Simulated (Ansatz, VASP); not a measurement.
## BP in VASP and in Ansatz

POSCAR

```
BP
1.0
    0.0000000000      2.3987436943      2.2683155501
    2.3987436943      0.0000000000      2.2683155501
    2.3987436943      2.3987436943      0.0000000000
B P
1 1
Direct
    0.0000000000      0.0000000000      0.0000000000
    0.2500000000      0.2500000000      0.2500000000
```

The input INCAR.step1:

```
SYSTEM = BP
ALGO = Normal
EDIFF = 1E-4
ENCUT = 520
GGA = PE
ISMEAR = 0
LASPH = .TRUE.
LCHARG = .FALSE.
LREAL = .FALSE.
LWAVE = .TRUE.
NBANDS = 11
NELM = 100
PREC = Accurate
SIGMA = 0.01
```

The input INCAR.step2:

```
SYSTEM = BP
ALGO = Normal
EDIFF = 1E-6
ENCUT = 520
ISIF = 2
ISMEAR = 0
ISTART = 1
LASPH = .TRUE.
LCHARG = .FALSE.
LMIXTAU = .TRUE.
LREAL = .FALSE.
LWAVE = .FALSE.
METAGGA = R2SCAN
NBANDS = 11
NELM = 100
PREC = Accurate
SIGMA = 0.01
```

KPOINTS

```
k-points
0
G
  10 10 10
  0 0 0
```

Input for Ansatz:

```yaml
crystal:
  lattice:
    - [0.0, 2.3987436943, 2.2683155501]
    - [2.3987436943, 0.0, 2.2683155501]
    - [2.3987436943, 2.3987436943, 0.0]
  atoms:
    - { symbol: B, position: [0.0, 0.0, 0.0] }
    - { symbol: P, position: [0.25, 0.25, 0.25] }
kpoints:
  mp_grid: { grid: [10, 10, 10] }
  band_path:
    path:
      - [0.0, 0.0, 0.0]
      - [-0.5, -0.5, 0.0]
      - [-0.375, -0.375, 0.25]
      - [-0.375, 0.0, 0.375]
      - [0.0, 0.0, 0.5]
      - [-0.5, -0.25, 0.25]
      - [0.401042, 0.401042, 0.0]
    npoints: 1
hamiltonian:
  xc: r2scan
scf:
  occupations: { method: fixed }
  n_extra_bands: 4
output:
  forces: true
  stress: true
  eigenvalues: true
```

Change from the starting cell: biaxial_xy strain +5.8%.

Alike in both runs: task single point; functional r2SCAN; k mesh 10 × 10 × 10; no spin polarisation.

|  | VASP | Ansatz |
| --- | --- | --- |
| version | VASP 6.6.1 | Ansatz 0.2.0 |
| potentials or method | VASP PAW PBE potentials, release 64 (B, P) | plane waves, PAW |
| plane-wave cutoff (eV) | 520 | 500 |
| occupations | gaussian, width 0.01 eV | fixed |
| valence electrons in the cell | 8 | 8 |

|  | VASP | Ansatz | Ansatz less VASP |
| --- | --- | --- | --- |
| gap on the k mesh at the Fermi level (eV) | 0.76 | 0.74 | -0.027 |
| pressure (GPa) | -15.7 | -15.3 | +0.41 |
| traceless stress, the component that is largest in VASP (GPa) | 8.97 | 8.93 | -0.041 |

VASP's potentials were made for PBE, not for r2SCAN.
